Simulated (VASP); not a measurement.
Mg2Zn3O5, 10 atoms in the cell. The typed cell holds 10 atoms: a = 3.045 Å, b = 3.045 Å, c = 12.498 Å, α = 83.00°, β = 82.99°, γ = 60.00°. 

| Item | Value |
| --- | --- |
| Program | VASP 6.6.1 |
| Task | single point |
| Functional | PBE |
| Potentials or basis | VASP PAW PBE potentials, release 64 (Mg, Zn, O) |
| Cutoff | 520 eV |
| k mesh | 6 × 6 × 6 |
| Occupations | gaussian, width 0.1 eV |
| Spin | no spin polarisation |
| Dipole correction | no |
| Further INCAR settings | ALGO = Normal; EDIFF = 1e-06; NBANDS = 46 |

Potentials or basis: VASP PAW PBE potentials, release 64 (Mg, Zn, O).

The run is started by

```sh
$ cat potpaw_PBE.64/Mg/POTCAR potpaw_PBE.64/Zn/POTCAR potpaw_PBE.64/O/POTCAR > POTCAR
$ mpirun -np 1 vasp_std > vasp.out
```

Hardware: 1 thread of AMD EPYC 7R43 64-Core Processor (Zen 3), on a shared host.

Question: Estimate the wall time of this run.

Answer: It took 14 min on 1 thread of AMD EPYC 7R43 64-Core Processor (Zen 3) (shared host), peak memory 0.49 GiB. Counts: scf iterations 15, k points 112.
